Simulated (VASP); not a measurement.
# Ir (Fm-3m) in VASP: further runs, part 2 of 2

VASP 6.6.1. Earlier steps stand in the parts before.

### 3 Relaxation of cell and atoms, PBE, target pressure 30 GPa, at which the enthalpy is minimised

This run uses another cell than the first one, of 14.06 Å³/atom, 1.042 times its volume.

File INCAR:

```
PREC = Accurate ; ENCUT = 600
EDIFF = 1E-6 ; ISMEAR = 1
SIGMA = 0.2 ; LREAL = False
LASPH = True ; NELM = 60
ALGO = Normal ; ISIF = 3
LWAVE = False ; LCHARG = False
GGA = PE ; IBRION = 2
NSW = 80 ; EDIFFG = -0.01
PSTRESS = 300.0
```

File KPOINTS:

```
Automatic mesh
0
Gamma
  15 15 15
```

File POSCAR:

```
Ir
1.0
    2.7090680000      0.0000000000      0.0000000000
    1.3545340000      2.3461217086      0.0000000000
    1.3545340000      0.7820405695      2.2119447595
Ir
1
Direct
    0.0000000000      0.0000000000      0.0000000000
```

Potentials or basis: VASP PAW PBE potentials, release 64 (Ir).

The run is started by

```bash
> cat potpaw_PBE.64/Ir/POTCAR > POTCAR
> mpirun -np 1 vasp_std > vasp.out
```

OUTCAR:

```text
PREC = Accurate
   ENCUT = 600
   EDIFF = 1E-6
   ISMEAR = 1
   LREAL = False
   LASPH = True
   NELM = 60
   ISIF = 3
   GGA = PE
   IBRION = 2
   NSW = 80
   EDIFFG = -0.01
   PSTRESS = 300.0

 ion  position               nearest neighbor table
   1  0.000  0.000  0.000-

  LATTYP: Found a face centered cubic cell.
 ALAT       =     3.8312007070

  Lattice vectors:

 A1 = (   2.7090680000,   0.0000000000,   0.0000000000)
 A2 = (   1.3545340000,   2.3461217086,   0.0000000000)
 A3 = (   1.3545340000,   0.7820405695,   2.2119447595)

Analysis of symmetry for initial positions (statically):
=====================================================================
 Subroutine PRICEL returns:
 Original cell was already a primitive cell.

 Routine SETGRP: Setting up the symmetry group for a
 face centered cubic supercell.

 Subroutine GETGRP returns: Found 48 space group operations
 (whereof 48 operations were pure point group operations)
 out of a pool of 48 trial point group operations.

The static configuration has the point symmetry O_h .

Analysis of symmetry for dynamics (positions and initial velocities):
=====================================================================
 Subroutine PRICEL returns:
 Original cell was already a primitive cell.

 Routine SETGRP: Setting up the symmetry group for a
 face centered cubic supercell.

 Subroutine GETGRP returns: Found 48 space group operations
 (whereof 48 operations were pure point group operations)
 out of a pool of 48 trial point group operations.

The dynamic configuration has the point symmetry O_h .

 Subroutine INISYM returns: Found 48 space group operations
 (whereof 48 operations are pure point group operations),
 and found     1 'primitive' translations

----------------------------------------------------------------------------------------

                                     Primitive cell

  volume of cell :      14.0587

  direct lattice vectors                    reciprocal lattice vectors
     2.709068000  0.000000000  0.000000000     0.369130638 -0.213117673 -0.150696952
     1.354534000  2.346121709  0.000000000     0.000000000  0.426235347 -0.150696952
     1.354534000  0.782040570  2.211944760     0.000000000  0.000000000  0.452090856

  length of vectors
     2.709068000  2.709068000  2.709068000     0.452090856  0.452090856  0.452090856

  position of ions in fractional coordinates (direct lattice)
     0.000000000  0.000000000  0.000000000

  ion indices of the primitive-cell ions
   primitive index   ion index
                 1           1

----------------------------------------------------------------------------------------

 KPOINTS: Automatic mesh

Automatic generation of k-mesh.
 Grid dimensions read from file:
 generate k-points for:   15   15   15

 Generating k-lattice:

  Cartesian coordinates                     Fractional coordinates (reciprocal lattice)
[... 41 lines left out ...]
 [... further k-points ...]
   k-points           NKPTS =    120   k-points in BZ     NKDIM =    120   number of bands    NBANDS=      8
   number of dos      NEDOS =    301   number of ions     NIONS =      1
   total plane-waves  NPLWV =  13824
   dimension x,y,z NGX =    24 NGY =   24 NGZ =   24
   dimension x,y,z NGXF=    48 NGYF=   48 NGZF=   48
   ions per type =               1
   NGX,Y,Z   is equivalent  to a cutoff of  14.73, 14.73, 14.73 a.u.
   NGXF,Y,Z  is equivalent  to a cutoff of  29.46, 29.46, 29.46 a.u.
 SYSTEM =  unknown system
   PREC   = accura    normal or accurate (medium, high low for compatibility)
   ISTART =      0    job   : 0-new  1-cont  2-samecut
   ICHARG =      2    charge: 1-file 2-atom 10-const
   ISPIN  =      1    spin polarized calculation?
   LNONCOLLINEAR =      F non collinear calculations
   LSORBIT =      F    spin-orbit coupling
   LASPH  =      T    aspherical Exc in radial PAW
   ENCUT  =  600.0 eV  44.10 Ry    6.64 a.u.   5.41  5.41  5.41*2*pi/ulx,y,z
   NELM   =     60;   NELMIN=  2; NELMDL= -5     # of ELM steps
   EDIFF  = 0.1E-05   stopping-criterion for ELM
   LREAL  =      F    real-space projection
   EDIFFG = -.1E-01   stopping-criterion for IOM
   NSW    =     80    number of steps for IOM
   IBRION =      2    ionic relax: 0-MD 1-quasi-New 2-CG
   NFREE  =      1    steps in history (QN), initial steepest desc. (CG)
   ISIF   =      3    stress and relaxation
   ISYM   =      2    0-nonsym 1-usesym 2-fastsym
   POTIM  = 0.5000    time-step for ionic-motion
   TEBEG  =    0.0;   TEEND  =   0.0 temperature during run
   PSTRESS=  300.0 pullay stress
   NELECT =       9.0000    total number of electrons
   NUPDOWN=      -1.0000    fix difference up-down
   EMIN   =  10.00;   EMAX   =-10.00  energy-range for DOS
   EFERMI =   0.00;   METHOD = LEGACY
   ISMEAR =     1;   SIGMA  =   0.20  broadening in eV -4-tet -1-fermi 0-gaus
   EFERMI_NEDOS =   21; number of points for ismear=-14 and -15
   IALGO  =     38    algorithm
   IMIX   =      4    mixing-type and parameters
     AMIX     =   0.40;   BMIX     =  1.00
     AMIX_MAG =   1.60;   BMIX_MAG =  1.00
  volume/ion in A,a.u.               =      14.06        94.87
  Fermi-wavevector in a.u.,A,eV,Ry     =   1.410936  2.666283 27.085681  1.990741
  Thomas-Fermi vector in A             =   2.532839
   LORBIT       =      0    0 simple, 1 ext, 2 COOP (PROOUT), +10 PAW based schemes
   GGA     = PE    functional components
   LHFCALC =     F    Hartree Fock is set to
   AEXX    =    0.0000 exact exchange contribution
   IVDW    =     0    specifies the selected vdW correction
   LEPSILON=     F    determine dielectric tensor
   LRPA    =     F    only Hartree local field effects (RPA)
 conjugate gradient relaxation of ions
 non-spin polarized calculation
 Methfessel and Paxton  Order N= 1 SIGMA  =   0.20
  energy-cutoff  :      600.00
  volume of cell :       14.06
 maximum number of plane-waves:       489
 NGX is ok and might be reduce to    24
   NGX = 11   NGY = 11   NGZ = 11

--------------------------------------- Ionic step        1  -------------------------------------------

 number of electron       9.0000000 magnetization

 Free energy of the ion-electron system (eV)
  ---------------------------------------------------
  ext. energy  EPLUGINS =         0.00000000
  ---------------------------------------------------
  free energy    TOTEN  =        -8.83898652 eV

  energy without entropy =       -8.83739944  energy(sigma->0) =       -8.83845749

------------------------ aborting loop because EDIFF is reached ----------------------------------------

  FORCE on cell =-STRESS in cart. coord.  units (eV):
  Direction    XX          YY          ZZ          XY          YZ          ZX
  --------------------------------------------------------------------------------------
  -------------------------------------------------------------------------------------
  Total        1.0671145      1.0671145      1.0671145      0.0000000     -0.0000000      0.0000000
  in kB      121.6121241    121.6121241    121.6121241      0.0000000     -0.0000000      0.0000000
  external PRESSURE =    -178.3878759 kB  Pullay stress =     300.0000000 kB
[... 135 lines left out ...]
--------------------------------------- Ionic step        5  -------------------------------------------

 number of electron       9.0000000 magnetization

 Free energy of the ion-electron system (eV)
  ---------------------------------------------------
  ext. energy  EPLUGINS =         0.00000000
  ---------------------------------------------------
  free energy    TOTEN  =        -8.76870979 eV

  energy without entropy =       -8.76728964  energy(sigma->0) =       -8.76823641

 E-fermi :  11.2887     XC(G=0): -14.2620

 val. band max:       11.2849772179   @ k =  -0.3333   0.2667   0.0667
 cond. band min:      11.3089779179   @ k =  -0.3333   0.2000   0.0667
 fundamental gap:      0.0240007000
 Fermi energy:        11.2886516788

 k-point     1 :       0.0000    0.0000    0.0000
  band No.  band energies     occupation
      1      -0.4009      2.00000
      2       7.0516      2.00000
      3       7.0516      2.00000
      4       7.0516      2.00000
      5       9.9437      2.00000
      6       9.9437      2.00000
      7      25.4417      0.00000
      8      31.3060      0.00000
[... 243 lines left out ...]
 k-point    24 :       0.2000    0.1333   -0.0000
  band No.  band energies     occupation
      1       1.3247      2.00000
      2       5.9197      2.00000
      3       7.8851      2.00000
      4       7.9939      2.00000
      5       8.8378      2.00000
      6      10.4437      2.00000
      7      28.3330      0.00000
      8      28.5294      0.00000

 [... further k-points ...]

------------------------ aborting loop because EDIFF is reached ----------------------------------------

  FORCE on cell =-STRESS in cart. coord.  units (eV):
  Direction    XX          YY          ZZ          XY          YZ          ZX
  --------------------------------------------------------------------------------------
  -------------------------------------------------------------------------------------
  Total        2.5303049      2.5303049      2.5303049     -0.0000000     -0.0000000      0.0000000
  in kB      299.9550798    299.9550798    299.9550798     -0.0000000     -0.0000000      0.0000000
  external PRESSURE =      -0.0449202 kB  Pullay stress =     300.0000000 kB
[... 20 lines left out ...]
  energy  without entropy=       -8.7672896444  energy(sigma->0) =       -8.76823641

  enthalpy is  TOTEN    =        -6.2380259469 eV   P V=        2.5306838460

 reached required accuracy - stopping structural energy minimisation
```

It took 74 s on 1 thread of Intel Xeon 8259CL, shared host; peak memory 0.17 GiB.

Results:

* Free energy: -8.7687 eV
* Relaxed volume: 13.52 Å³/atom
* Relaxed cell: a = 2.674 Å, b = 2.674 Å, c = 2.674 Å, α = 60.00°, β = 60.00°, γ = 60.00°
* Space group after relaxing (to 0.05 Å): Fm-3m (No. 225)
* Energy change on relaxing (the enthalpy is what falls): +70.3 meV/atom
* Ionic steps: 5
* Pressure after relaxing: 30.0 GPa

The path:
```
step  energy change (eV)  largest force (eV/Å)  pressure (GPa)  volume (Å³)
   1              0.0000                0.0000           12.16        14.06
   2              1.4796                0.0000          183.32        11.11
   3              0.0613                0.0000           28.21        13.56
   4              0.0680                0.0000           29.54        13.53
   5              0.0703                0.0000           30.00        13.52
```

Final structure:
```
CELL_PARAMETERS angstrom
2.67371 0.00000 0.00000
1.33685 2.31550 0.00000
1.33685 0.77183 2.18307
ATOMIC_POSITIONS crystal
Ir 0.00000 0.00000 0.00000
```

Caveat: the cell is relaxed towards a set pressure, so the enthalpy falls and the energy may rise; spin-orbit coupling is left out, which moves the levels of the heavy elements.
